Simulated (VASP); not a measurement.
# BiAs (rocksalt type) (Fm-3m) in VASP: electric field gradients with PBE

Aim: the electric field gradients of BiAs (rocksalt type) with PBE.

All numbers are computed with VASP 6.6.1; they aren't measurements. Logs are shortened: lines on timing, memory, paths and dates and some standing lists are left out, and cuts for length are marked.

## 1. The cell of the first run

The structure is cubic, space group Fm-3m (No. 225). The conventional cell has a = 6.151 Å, b = 6.151 Å, c = 6.151 Å, α = 90.00°, β = 90.00°, γ = 90.00°. As (site symmetry m-3m) has 6 Bi at 3.08 Å within 4.0 Å. Bi (site symmetry m-3m) has 6 As at 3.08 Å within 4.0 Å.

## 2. Electric field gradients, PBE (volume scaled by 1.06)

INCAR reads:

```
SYSTEM = BiAs
PREC = Accurate
ENCUT = 520
EDIFF = 1E-8
ISMEAR = -1
SIGMA = 0.03
LREAL = .False.
LASPH = .True.
NELM = 60
ALGO = Normal
ISIF = 2
LWAVE = .False.
LCHARG = .False.
GGA = PE
LEFG = .True.
NBANDS = 17
```

KPOINTS reads:

```
regular mesh
0
Gamma
  11 11 11
  0 0 0
```

POSCAR reads:

```
BiAs
1.0
    0.0000000000      3.0756766768      3.0756766768
    3.0756766768      0.0000000000      3.0756766768
    3.0756766768      3.0756766768      0.0000000000
As Bi
1 1
Direct
    0.0000000000      0.0000000000      0.0000000000
    0.5000000000      0.5000000000      0.5000000000
```

Potentials or basis: VASP PAW PBE potentials, release 64 (As, Bi_d).

On the command line:

```console
> cat potpaw_PBE.64/As/POTCAR potpaw_PBE.64/Bi_d/POTCAR > POTCAR
> mpirun -np 1 vasp_std > vasp.out
```

OUTCAR:

```text
SYSTEM = BiAs
   PREC = Accurate
   ENCUT = 520
   EDIFF = 1E-8
   ISMEAR = -1
   LREAL = .False.
   LASPH = .True.
   NELM = 60
   ISIF = 2
   GGA = PE

 ion  position               nearest neighbor table
   1  0.000  0.000  0.000-   2 3.08   2 3.08   2 3.08   2 3.08   2 3.08   2 3.08
   2  0.500  0.500  0.500-   1 3.08   1 3.08   1 3.08   1 3.08   1 3.08   1 3.08

  LATTYP: Found a face centered cubic cell.
 ALAT       =     6.1513533536

  Lattice vectors:

 A1 = (   0.0000000000,   3.0756766768,   3.0756766768)
 A2 = (   3.0756766768,   0.0000000000,   3.0756766768)
 A3 = (   3.0756766768,   3.0756766768,   0.0000000000)

Analysis of symmetry for initial positions (statically):
=====================================================================
 Subroutine PRICEL returns:
 Original cell was already a primitive cell.

 Routine SETGRP: Setting up the symmetry group for a
 face centered cubic supercell.

 Subroutine GETGRP returns: Found 48 space group operations
 (whereof 48 operations were pure point group operations)
 out of a pool of 48 trial point group operations.

The static configuration has the point symmetry O_h .

Analysis of symmetry for dynamics (positions and initial velocities):
=====================================================================
 Subroutine PRICEL returns:
 Original cell was already a primitive cell.

 Routine SETGRP: Setting up the symmetry group for a
 face centered cubic supercell.

 Subroutine GETGRP returns: Found 48 space group operations
 (whereof 48 operations were pure point group operations)
 out of a pool of 48 trial point group operations.

The dynamic configuration has the point symmetry O_h .

 Subroutine INISYM returns: Found 48 space group operations
 (whereof 48 operations are pure point group operations),
 and found     1 'primitive' translations

----------------------------------------------------------------------------------------

                                     Primitive cell

  volume of cell :      58.1905

  direct lattice vectors                    reciprocal lattice vectors
     0.000000000  3.075676677  3.075676677    -0.162565852  0.162565852  0.162565852
     3.075676677  0.000000000  3.075676677     0.162565852 -0.162565852  0.162565852
     3.075676677  3.075676677  0.000000000     0.162565852  0.162565852 -0.162565852

  length of vectors
     4.349663670  4.349663670  4.349663670     0.281572316  0.281572316  0.281572316

  position of ions in fractional coordinates (direct lattice)
     0.000000000  0.000000000  0.000000000
     0.500000000  0.500000000  0.500000000

  ion indices of the primitive-cell ions
   primitive index   ion index
                 1           1
                 2           2

----------------------------------------------------------------------------------------

 KPOINTS: regular mesh

Automatic generation of k-mesh.
 Grid dimensions read from file:
 generate k-points for:   11   11   11

 Generating k-lattice:

  Cartesian coordinates                     Fractional coordinates (reciprocal lattice)
    -0.014778714  0.014778714  0.014778714     0.090909091  0.000000000  0.000000000
     0.014778714 -0.014778714  0.014778714     0.000000000  0.090909091  0.000000000
     0.014778714  0.014778714 -0.014778714     0.000000000  0.000000000  0.090909091

  Length of vectors
     0.025597483  0.025597483  0.025597483

  Shift w.r.t. Gamma in fractional coordinates (k-lattice)
     0.000000000  0.000000000  0.000000000

 Subroutine IBZKPT returns following result:
 ===========================================

 Found     56 irreducible k-points:

 Following reciprocal coordinates:
            Coordinates               Weight
  0.000000  0.000000  0.000000      1.000000
  0.090909  0.000000  0.000000      8.000000
  0.181818  0.000000  0.000000      8.000000
  0.272727  0.000000  0.000000      8.000000
  0.363636  0.000000  0.000000      8.000000
  0.454545  0.000000  0.000000      8.000000
[... 16 lines left out ...]
 -0.272727  0.181818  0.000000     24.000000
 -0.181818  0.181818  0.000000     12.000000
 [... further k-points ...]
   k-points           NKPTS =     56   k-points in BZ     NKDIM =     56   number of bands    NBANDS=     17
   number of dos      NEDOS =    301   number of ions     NIONS =      2
   total plane-waves  NPLWV =  32768
   dimension x,y,z NGX =    32 NGY =   32 NGZ =   32
   dimension x,y,z NGXF=    64 NGYF=   64 NGZF=   64
   ions per type =               1   1
   NGX,Y,Z   is equivalent  to a cutoff of  12.23, 12.23, 12.23 a.u.
   NGXF,Y,Z  is equivalent  to a cutoff of  24.46, 24.46, 24.46 a.u.
 SYSTEM =  BiAs
   PREC   = accura    normal or accurate (medium, high low for compatibility)
   ISTART =      0    job   : 0-new  1-cont  2-samecut
   ICHARG =      2    charge: 1-file 2-atom 10-const
   ISPIN  =      1    spin polarized calculation?
   LNONCOLLINEAR =      F non collinear calculations
   LSORBIT =      F    spin-orbit coupling
   LASPH  =      T    aspherical Exc in radial PAW
   ENCUT  =  520.0 eV  38.22 Ry    6.18 a.u.   8.09  8.09  8.09*2*pi/ulx,y,z
   NELM   =     60;   NELMIN=  2; NELMDL= -5     # of ELM steps
   EDIFF  = 0.1E-07   stopping-criterion for ELM
   LREAL  =      F    real-space projection
   EDIFFG = 0.1E-06   stopping-criterion for IOM
   NSW    =      0    number of steps for IOM
   IBRION =     -1    ionic relax: 0-MD 1-quasi-New 2-CG
   NFREE  =      0    steps in history (QN), initial steepest desc. (CG)
   ISIF   =      2    stress and relaxation
   ISYM   =      2    0-nonsym 1-usesym 2-fastsym
   POTIM  = 0.5000    time-step for ionic-motion
   TEBEG  =    0.0;   TEEND  =   0.0 temperature during run
   PSTRESS=    0.0 pullay stress
   NELECT =      20.0000    total number of electrons
   NUPDOWN=      -1.0000    fix difference up-down
   EMIN   =  10.00;   EMAX   =-10.00  energy-range for DOS
   EFERMI =   0.00;   METHOD = LEGACY
   ISMEAR =    -1;   SIGMA  =   0.03  broadening in eV -4-tet -1-fermi 0-gaus
   EFERMI_NEDOS =   21; number of points for ismear=-14 and -15
   IALGO  =     38    algorithm
   IMIX   =      4    mixing-type and parameters
     AMIX     =   0.40;   BMIX     =  1.00
     AMIX_MAG =   1.60;   BMIX_MAG =  1.00
  volume/ion in A,a.u.               =      29.10       196.34
  Fermi-wavevector in a.u.,A,eV,Ry     =   1.146747  2.167037 17.892041  1.315028
  Thomas-Fermi vector in A             =   2.283430
   LORBIT       =      0    0 simple, 1 ext, 2 COOP (PROOUT), +10 PAW based schemes
   GGA     = PE    functional components
   LHFCALC =     F    Hartree Fock is set to
   AEXX    =    0.0000 exact exchange contribution
   IVDW    =     0    specifies the selected vdW correction
   LEPSILON=     F    determine dielectric tensor
   LRPA    =     F    only Hartree local field effects (RPA)
 non-spin polarized calculation
  energy-cutoff  :      520.00
  volume of cell :       58.19
 maximum number of plane-waves:      1584
   NGX = 17   NGY = 17   NGZ = 17

 number of electron      19.9999995 magnetization

 Free energy of the ion-electron system (eV)
  ---------------------------------------------------
  ext. energy  EPLUGINS =         0.00000000
  ---------------------------------------------------
  free energy    TOTEN  =        -8.49120942 eV

  energy without entropy =       -8.49083291  energy(sigma->0) =       -8.49102117

 E-fermi :   5.5120     XC(G=0):  -9.6546

 val. band max:        5.4469876282   @ k =  -0.1818   0.1818   0.0000
 cond. band min:       5.5633336890   @ k =   0.4545   0.0000   0.0000
 fundamental gap:      0.1163460608
 Fermi energy:         5.5120463258

 k-point     1 :       0.0000    0.0000    0.0000
  band No.  band energies     occupation
      1     -17.5163      2.00000
      2     -17.5163      2.00000
      3     -17.5163      2.00000
      4     -17.5126      2.00000
      5     -17.5126      2.00000
      6      -7.6931      2.00000
[... 9 lines left out ...]
     16      11.3379      0.00000
     17      12.9839      0.00000

 k-point     2 :       0.0909    0.0000    0.0000
  band No.  band energies     occupation
      1     -17.5161      2.00000
      2     -17.5158      2.00000
      3     -17.5158      2.00000
      4     -17.5128      2.00000
      5     -17.5128      2.00000
      6      -7.6085      2.00000
[... 9 lines left out ...]
     16      11.5096      0.00000
     17      13.5680      0.00000
[... 421 lines left out ...]
 k-point    24 :      -0.1818    0.1818    0.0000
  band No.  band energies     occupation
      1     -17.5175      2.00000
      2     -17.5162      2.00000
      3     -17.5142      2.00000
      4     -17.5108      2.00000
      5     -17.5058      2.00000
      6      -6.8135      2.00000
[... 9 lines left out ...]
     16      14.1942      0.00000
     17      14.5346      0.00000

 [... further k-points ...]

------------------------ aborting loop because EDIFF is reached ----------------------------------------

  FORCE on cell =-STRESS in cart. coord.  units (eV):
  Direction    XX          YY          ZZ          XY          YZ          ZX
  --------------------------------------------------------------------------------------
  -------------------------------------------------------------------------------------
  Total       -1.1636879     -1.1636879     -1.1636879      0.0000000      0.0000000      0.0000000
  in kB      -32.0401883    -32.0401883    -32.0401883      0.0000000      0.0000000      0.0000000
  external PRESSURE =     -32.0401883 kB  Pullay stress =       0.0000000 kB

 VOLUME and BASIS-vectors are now :
 -----------------------------------------------------------------------------
  energy-cutoff  :      520.00
  volume of cell :       58.19
      direct lattice vectors                 reciprocal lattice vectors
     0.000000000  3.075676677  3.075676677    -0.162565852  0.162565852  0.162565852
     3.075676677  0.000000000  3.075676677     0.162565852 -0.162565852  0.162565852
     3.075676677  3.075676677  0.000000000     0.162565852  0.162565852 -0.162565852

 POSITION                                       TOTAL-FORCE (eV/Angst)
 -----------------------------------------------------------------------------------
      0.00000      0.00000      0.00000         0.000000     -0.000000     -0.000000
      3.07568      3.07568      3.07568        -0.000000      0.000000      0.000000
 -----------------------------------------------------------------------------------
    total drift:                               -0.000000     -0.000000      0.000000

  FREE ENERGIE OF THE ION-ELECTRON SYSTEM (eV)
  ---------------------------------------------------
  free  energy   TOTEN  =        -8.4912094224 eV

  energy  without entropy=       -8.4908329125  energy(sigma->0) =       -8.49102117

 Electric field gradients (V/A^2)
---------------------------------------------------------------------
 ion       V_xx      V_yy      V_zz      V_xy      V_xz      V_yz
---------------------------------------------------------------------
   1       0.000    -0.000     0.000     0.000     0.000     0.000
   2      -0.000    -0.000     0.000    -0.001    -0.001    -0.001
---------------------------------------------------------------------

 Electric field gradients after diagonalization (V/A^2)
 (convention: |V_zz| > |V_xx| > |V_yy|)
----------------------------------------------------------------------
 ion       V_xx      V_yy      V_zz     asymmetry (V_yy - V_xx)/ V_zz
----------------------------------------------------------------------
   1      -0.000    -0.000     0.001       0.000
   2       0.001     0.001    -0.002       0.000
----------------------------------------------------------------------

           NMR quadrupolar parameters

 Cq : quadrupolar parameter    Cq=e*Q*V_zz/h
 eta: asymmetry parameters     (V_yy - V_xx)/ V_zz
 Q  : nuclear electric quadrupole moment in mb (millibarn)
----------------------------------------------------------------------
 ion       Cq(MHz)       eta       Q (mb)
----------------------------------------------------------------------
   1       0.000       0.000       1.000
   2      -0.000       0.000       1.000
----------------------------------------------------------------------
```

It took 33 s on 1 thread of AMD EPYC 7R13 (Zen 3), shared host; peak memory 0.18 GiB.

What came out:

| Quantity | Value |
| --- | --- |
| Free energy | -8.4912 eV |
| Pressure | -3.2 GPa |
| Band gap on the k mesh | 0.12 eV, indirect (least direct gap 0.39 eV) |

Levels at points of the mesh, in eV from the valence-band top:
```csv
k point,band 6,band 7,band 8,band 9,band 10,band 11,band 12,band 13,band 14,band 15
"(0.00, 0.00, 0.00)",-13.14,-6.77,-1.36,-1.36,-1.36,3.52,3.52,3.52,5.89,5.89
```

Caveat: without QUAD_EFG the Cq values of the log hold for a quadrupole moment of 1 mb, not for the nuclei; spin-orbit coupling is left out, which moves the levels of the heavy elements.
